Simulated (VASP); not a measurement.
# AlN in VASP: a series of runs

AlN is run at these levels: PBEsol; tasks: single point.

Everything below comes from runs of VASP 6.6.1. Logs are shortened: lines on timing, memory, paths and dates and some standing lists are left out, and cuts for length are marked.

## (1) The cell of the first run

Symmetry: C2, No. 5, monoclinic system. The conventional cell has a = 4.275 Å, b = 4.428 Å, c = 3.078 Å, α = 90.00°, β = 133.99°, γ = 90.00°. Within 2.4 Å of Al (site symmetry 2) lie 4 N at 1.81 to 1.98 Å. N (site symmetry 2) has 4 Al at 1.81 to 1.98 Å within 2.4 Å.

## (2) Single point, PBEsol (mode 4 frozen in at -0.095 Å, strain +e along z and -e/2 along x and y -0.0233)

Contents of INCAR:

```
SYSTEM = AlN
PREC = Accurate ; ENCUT = 520
EDIFF = 1E-6 ; ISMEAR = 0
SIGMA = 0.05 ; LREAL = .False.
LASPH = .True. ; NELM = 80
ALGO = Normal ; ISIF = 2
LWAVE = .False. ; LCHARG = .False.
GGA = PS ; NBANDS = 11
```

Contents of KPOINTS:

```
Automatic mesh
0
Gamma
  10 10 10
  0 0 0
```

Contents of POSCAR:

```
AlN
1.0
    0.0000000000      2.1376609775      2.2141545284
    2.2141545284      0.0000000000      2.2141545284
    2.2141545284      2.1376609775      0.0000000000
Al N
1 1
Direct
   -0.0112666392      0.0112666392      0.0112666392
    0.7717028100      0.7282971900      0.7282971900
```

Potentials or basis: VASP PAW PBE potentials, release 64 (Al, N).

Started as:

```sh
$ cat potpaw_PBE.64/Al/POTCAR potpaw_PBE.64/N/POTCAR > POTCAR
$ mpirun -np 1 vasp_std > vasp.out
```

OUTCAR:

```text
SYSTEM = AlN
   PREC = Accurate
   ENCUT = 520
   EDIFF = 1E-6
   ISMEAR = 0
   LREAL = .False.
   LASPH = .True.
   NELM = 80
   ISIF = 2
   GGA = PS

 ion  position               nearest neighbor table
   1  0.989  0.011  0.011-   2 1.81   2 1.81   2 1.98   2 1.98
   2  0.772  0.728  0.728-   1 1.81   1 1.81   1 1.98   1 1.98

  LATTYP: Found a body centered tetragonal cell.
 ALAT       =     3.1312873633
 C/A-ratio  =     1.3653559891

  Lattice vectors:

 A1 = (   0.0000000000,  -2.1376609775,   2.2141545284)
 A2 = (   0.0000000000,  -2.1376609775,  -2.2141545284)
 A3 = (   2.2141545284,   2.1376609775,   0.0000000000)

Analysis of symmetry for initial positions (statically):
=====================================================================
 Subroutine PRICEL returns:
 Original cell was already a primitive cell.

 Routine SETGRP: Setting up the symmetry group for a
 body centered tetragonal supercell.

 Subroutine GETGRP returns: Found  2 space group operations
 (whereof  2 operations were pure point group operations)
 out of a pool of 16 trial point group operations.

The static configuration has the point symmetry C_2 .

Analysis of symmetry for dynamics (positions and initial velocities):
=====================================================================
 Subroutine PRICEL returns:
 Original cell was already a primitive cell.

 Routine SETGRP: Setting up the symmetry group for a
 body centered tetragonal supercell.

 Subroutine GETGRP returns: Found  2 space group operations
 (whereof  2 operations were pure point group operations)
 out of a pool of 16 trial point group operations.

The dynamic configuration has the point symmetry C_2 .

 Subroutine INISYM returns: Found  2 space group operations
 (whereof  2 operations are pure point group operations),
 and found     1 'primitive' translations

----------------------------------------------------------------------------------------

                                     Primitive cell

  volume of cell :      20.9597

  direct lattice vectors                    reciprocal lattice vectors
     0.000000000  2.137660977  2.214154528    -0.225819830  0.233900513  0.225819830
     2.214154528  0.000000000  2.214154528     0.225819830 -0.233900513  0.225819830
     2.214154528  2.137660977  0.000000000     0.225819830  0.233900513 -0.225819830

  length of vectors
     3.077673591  3.131287363  3.077673591     0.395851793  0.395851793  0.395851793

  position of ions in fractional coordinates (direct lattice)
     0.988733361  0.011266639  0.011266639
     0.771702810  0.728297190  0.728297190

  ion indices of the primitive-cell ions
   primitive index   ion index
                 1           1
                 2           2

----------------------------------------------------------------------------------------

 KPOINTS: Automatic mesh

Automatic generation of k-mesh.
 Grid dimensions read from file:
 generate k-points for:   10   10   10

 Generating k-lattice:

  Cartesian coordinates                     Fractional coordinates (reciprocal lattice)
    -0.022581983  0.023390051  0.022581983     0.100000000  0.000000000  0.000000000
     0.022581983 -0.023390051  0.022581983    -0.000000000  0.100000000 -0.000000000
     0.022581983  0.023390051 -0.022581983     0.000000000  0.000000000  0.100000000

  Length of vectors
     0.039585179  0.039585179  0.039585179

  Shift w.r.t. Gamma in fractional coordinates (k-lattice)
     0.000000000  0.000000000  0.000000000

 Subroutine IBZKPT returns following result:
 ===========================================

 Found    282 irreducible k-points:

 Following reciprocal coordinates:
            Coordinates               Weight
  0.000000  0.000000  0.000000      1.000000
  0.100000  0.000000  0.000000      4.000000
  0.000000 -0.100000  0.000000      4.000000
  0.200000  0.000000  0.000000      4.000000
  0.000000 -0.200000  0.000000      4.000000
  0.300000  0.000000  0.000000      4.000000
[... 16 lines left out ...]
  0.000000 -0.400000 -0.100000      4.000000
 -0.100000 -0.100000  0.300000      4.000000
 [... further k-points ...]
   k-points           NKPTS =    282   k-points in BZ     NKDIM =    282   number of bands    NBANDS=     11
   number of dos      NEDOS =    301   number of ions     NIONS =      2
   total plane-waves  NPLWV =  13824
   dimension x,y,z NGX =    24 NGY =   24 NGZ =   24
   dimension x,y,z NGXF=    48 NGYF=   48 NGZF=   48
   ions per type =               1   1
   NGX,Y,Z   is equivalent  to a cutoff of  12.96, 12.74, 12.96 a.u.
   NGXF,Y,Z  is equivalent  to a cutoff of  25.93, 25.48, 25.93 a.u.
 SYSTEM =  AlN
   PREC   = accura    normal or accurate (medium, high low for compatibility)
   ISTART =      0    job   : 0-new  1-cont  2-samecut
   ICHARG =      2    charge: 1-file 2-atom 10-const
   ISPIN  =      1    spin polarized calculation?
   LNONCOLLINEAR =      F non collinear calculations
   LSORBIT =      F    spin-orbit coupling
   LASPH  =      T    aspherical Exc in radial PAW
   ENCUT  =  520.0 eV  38.22 Ry    6.18 a.u.   5.72  5.82  5.72*2*pi/ulx,y,z
   NELM   =     80;   NELMIN=  2; NELMDL= -5     # of ELM steps
   EDIFF  = 0.1E-05   stopping-criterion for ELM
   LREAL  =      F    real-space projection
   EDIFFG = 0.1E-04   stopping-criterion for IOM
   NSW    =      0    number of steps for IOM
   IBRION =     -1    ionic relax: 0-MD 1-quasi-New 2-CG
   NFREE  =      0    steps in history (QN), initial steepest desc. (CG)
   ISIF   =      2    stress and relaxation
   ISYM   =      2    0-nonsym 1-usesym 2-fastsym
   POTIM  = 0.5000    time-step for ionic-motion
   TEBEG  =    0.0;   TEEND  =   0.0 temperature during run
   PSTRESS=    0.0 pullay stress
   NELECT =       8.0000    total number of electrons
   NUPDOWN=      -1.0000    fix difference up-down
   EMIN   =  10.00;   EMAX   =-10.00  energy-range for DOS
   EFERMI =   0.00;   METHOD = LEGACY
   ISMEAR =     0;   SIGMA  =   0.05  broadening in eV -4-tet -1-fermi 0-gaus
   EFERMI_NEDOS =   21; number of points for ismear=-14 and -15
   IALGO  =     38    algorithm
   IMIX   =      4    mixing-type and parameters
     AMIX     =   0.40;   BMIX     =  1.00
     AMIX_MAG =   1.60;   BMIX_MAG =  1.00
  volume/ion in A,a.u.               =      10.48        70.72
  Fermi-wavevector in a.u.,A,eV,Ry     =   1.187526  2.244099 19.187193  1.410219
  Thomas-Fermi vector in A             =   2.323676
   LORBIT       =      0    0 simple, 1 ext, 2 COOP (PROOUT), +10 PAW based schemes
   GGA     = PS    functional components
   LHFCALC =     F    Hartree Fock is set to
   AEXX    =    0.0000 exact exchange contribution
   IVDW    =     0    specifies the selected vdW correction
   LEPSILON=     F    determine dielectric tensor
   LRPA    =     F    only Hartree local field effects (RPA)
 non-spin polarized calculation
 Gauss-broadening in eV      SIGMA  =   0.05
  energy-cutoff  :      520.00
  volume of cell :       20.96
 maximum number of plane-waves:       578
   NGX = 11   NGY = 11   NGZ = 11

 number of electron       8.0000000 magnetization

 Free energy of the ion-electron system (eV)
  ---------------------------------------------------
  ext. energy  EPLUGINS =         0.00000000
  ---------------------------------------------------
  free energy    TOTEN  =       -15.45064898 eV

  energy without entropy =      -15.45064898  energy(sigma->0) =      -15.45064898

 E-fermi :   6.4147     XC(G=0): -11.1009

 val. band max:        6.2036459851   @ k =   0.0000   0.0000   0.0000
 cond. band min:       8.8925873874   @ k =   0.5000   0.0000   0.5000
 fundamental gap:      2.6889414023
 Fermi energy:         6.4146935463

 k-point     1 :       0.0000    0.0000    0.0000
  band No.  band energies     occupation
      1      -9.1079      2.00000
      2       5.4383      2.00000
      3       5.7926      2.00000
      4       6.2036      2.00000
      5       9.8515      0.00000
      6      18.1832      0.00000
      7      18.2756      0.00000
      8      18.2874      0.00000
      9      22.7026      0.00000
     10      23.7217      0.00000
     11      24.0827      0.00000

 k-point     2 :       0.1000    0.0000    0.0000
  band No.  band energies     occupation
      1      -8.9620      2.00000
      2       5.1395      2.00000
      3       5.3980      2.00000
      4       5.9277      2.00000
      5      10.5668      0.00000
      6      17.6606      0.00000
      7      18.3714      0.00000
      8      18.4935      0.00000
      9      21.7978      0.00000
     10      22.4486      0.00000
     11      23.8681      0.00000

 k-point     3 :       0.0000   -0.1000    0.0000
  band No.  band energies     occupation
      1      -8.9601      2.00000
      2       4.7527      2.00000
      3       5.6573      2.00000
      4       6.1508      2.00000
      5      10.4687      0.00000
      6      17.7503      0.00000
      7      18.3437      0.00000
      8      18.5532      0.00000
      9      21.5686      0.00000
     10      22.2315      0.00000
     11      24.2864      0.00000

 k-point     4 :       0.2000    0.0000    0.0000
  band No.  band energies     occupation
      1      -8.5467      2.00000
      2       3.5203      2.00000
      3       5.2814      2.00000
      4       5.7545      2.00000
      5      11.7310      0.00000
      6      16.8592      0.00000
      7      17.9830      0.00000
      8      18.5728      0.00000
      9      21.6450      0.00000
     10      21.8537      0.00000
     11      23.0311      0.00000

 k-point     5 :       0.0000   -0.2000    0.0000
  band No.  band energies     occupation
      1      -8.5388      2.00000
      2       3.2201      2.00000
      3       5.4996      2.00000
      4       6.0270      2.00000
      5      11.5424      0.00000
      6      16.8897      0.00000
      7      18.2431      0.00000
      8      18.5776      0.00000
      9      21.2451      0.00000
     10      21.5188      0.00000
     11      23.2766      0.00000
[... 211 lines left out ...]
 k-point    21 :       0.2000    0.3000    0.3000
  band No.  band energies     occupation
      1      -8.0532      2.00000
      2       2.3815      2.00000
      3       4.9228      2.00000
      4       5.4914      2.00000
      5      12.4949      0.00000
      6      16.0275      0.00000
      7      17.1483      0.00000
      8      18.5483      0.00000
      9      21.0011      0.00000
     10      23.5476      0.00000
     11      24.3192      0.00000

 k-point    22 :       0.4000    0.1000    0.0000
  band No.  band energies     occupation
      1      -7.4389      2.00000
      2       1.0543      2.00000
      3       4.7640      2.00000
      4       5.2519      2.00000
      5      13.0827      0.00000
      6      15.0428      0.00000
      7      17.0841      0.00000
      8      18.0463      0.00000
      9      22.4603      0.00000
     10      23.9784      0.00000
     11      25.5918      0.00000

 k-point    23 :       0.0000   -0.4000   -0.1000
  band No.  band energies     occupation
      1      -7.4144      2.00000
      2       0.8315      2.00000
      3       4.8965      2.00000
      4       5.5398      2.00000
      5      12.9616      0.00000
      6      14.9445      0.00000
      7      17.3276      0.00000
      8      17.9612      0.00000
      9      22.2666      0.00000
     10      24.1601      0.00000
     11      25.2736      0.00000

 k-point    24 :      -0.1000   -0.1000    0.3000
  band No.  band energies     occupation
      1      -7.4115      2.00000
      2       0.8077      2.00000
      3       4.9955      2.00000
      4       5.4954      2.00000
      5      12.8815      0.00000
      6      15.0219      0.00000
      7      17.2141      0.00000
      8      18.1409      0.00000
      9      22.0048      0.00000
     10      24.3900      0.00000
     11      25.0885      0.00000

 [... further k-points ...]
[... 5 lines left out ...]
  --------------------------------------------------------------------------------------
  -------------------------------------------------------------------------------------
  Total       -0.1629599      0.8541545      0.3719438      0.0000000     -1.3561152      0.0000000
  in kB      -12.4568018     65.2923524     28.4317225      0.0000000   -103.6626919      0.0000000
  external PRESSURE =      27.0890910 kB  Pullay stress =       0.0000000 kB

 VOLUME and BASIS-vectors are now :
 -----------------------------------------------------------------------------
  energy-cutoff  :      520.00
  volume of cell :       20.96
      direct lattice vectors                 reciprocal lattice vectors
     0.000000000  2.137660977  2.214154528    -0.225819830  0.233900513  0.225819830
     2.214154528  0.000000000  2.214154528     0.225819830 -0.233900513  0.225819830
     2.214154528  2.137660977  0.000000000     0.225819830  0.233900513 -0.225819830

 POSITION                                       TOTAL-FORCE (eV/Angst)
 -----------------------------------------------------------------------------------
      0.04989      2.13766      2.21415        -2.092922      0.000000     -0.000000
      3.22513      3.20649      3.32123         2.092922     -0.000000      0.000000
 -----------------------------------------------------------------------------------
    total drift:                                0.000212     -0.000000     -0.000000

  FREE ENERGIE OF THE ION-ELECTRON SYSTEM (eV)
  ---------------------------------------------------
  free  energy   TOTEN  =       -15.4506489754 eV

  energy  without entropy=      -15.4506489754  energy(sigma->0) =      -15.45064898
```

Run time: 14 s. Hardware: 1 thread of Intel Xeon 6975P-C (Granite Rapids), shared host; peak memory 0.18 GiB.

Results:

- Free energy: -15.4506 eV
- Pressure: 2.7 GPa
- Largest force: 2.093 eV/Å
- Band gap on the k mesh: 2.69 eV, indirect (least direct gap 3.65 eV)

Forces on the atoms (eV/Å):
```
Al  -2.093  0.000  0.000
N    2.093  0.000  0.000
```

Caveat: the cell differs from its parent crystal (mode 4 frozen in at -0.095 Å, strain +e along z and -e/2 along x and y -0.0233); the PAW data sets were made with another functional, which shifts forces and pressure a little. A k mesh can miss the band edges.

[end of part 1 of 2]
